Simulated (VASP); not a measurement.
Input of a VASP 6.6.1 run:

File INCAR:

```
PREC     = Accurate       # precision mode
ENCUT    = 600            # plane-wave cutoff, eV
EDIFF    = 1E-6           # SCF threshold, eV
ISMEAR   = 0              # smearing method
SIGMA    = 0.15           # smearing width, eV
LREAL    = F              # projectors in reciprocal space
LASPH    = T              # aspherical terms in the spheres
NELM     = 200            # most SCF steps
ALGO     = Normal         # electronic algorithm
ISIF     = 2              # what is computed and relaxed
LWAVE    = F              # write WAVECAR
LCHARG   = T              # write CHGCAR
GGA      = PE             # functional
LELF     = T              # ELF
LVHAR    = T            
NBANDS   = 27             # bands
GGA_COMPAT= F            
LMAXMIX  = 6              # l up to which the mixer works
```

The input KPOINTS:

```
Automatic mesh
0
Gamma
  4 4 2
```

Contents of POSCAR:

```
Tb2GeO
1.0
    3.5025156175      0.0000000028      0.0000000000
   -1.7512578111      3.0332675005      0.0000000000
    0.0000000000      0.0000000000      7.2194808339
Tb Ge O
2 1 1
Direct
    0.6666666667      0.3333333333      0.6914563874
    0.3333333333      0.6666666667      0.3085436126
    0.0000000000      0.0000000000      0.0000000000
    0.0000000000      0.0000000000      0.5000000000
```

Potentials or basis: VASP PAW PBE potentials, release 64 (Tb_3, Ge_d, O), 4f in core.

Command:

```console
$ cat potpaw_PBE.64/Tb_3/POTCAR potpaw_PBE.64/Ge_d/POTCAR potpaw_PBE.64/O/POTCAR > POTCAR
$ mpirun -np 1 vasp_std > vasp.out
```

What does it give for the pressure?

0.3 GPa.

What does it give for the band gap on the k mesh?

Zero (bands 19 and 20 overlap by 1.29 eV).

Estimate the largest force.

0.028 eV/Å.

Forces in eV/Å, atoms in the order of the input:
```
Tb   0.000  0.000  0.028
Tb   0.000  0.000 -0.028
Ge   0.000  0.000  0.000
O    0.000  0.000  0.000
```

Caveat: the k points lie up to 0.52 Å⁻¹ apart, too coarse for converged energies and pressures of a metal; spin-orbit coupling is left out, which moves the levels of the heavy elements; the 4f electrons are frozen in the core, so they carry no moment and show no levels; the run has no spin polarisation, though such a crystal can be magnetic. With open d or f shells a metallic result of PBE can be an artefact of self-interaction; +U or a hybrid may open a gap.
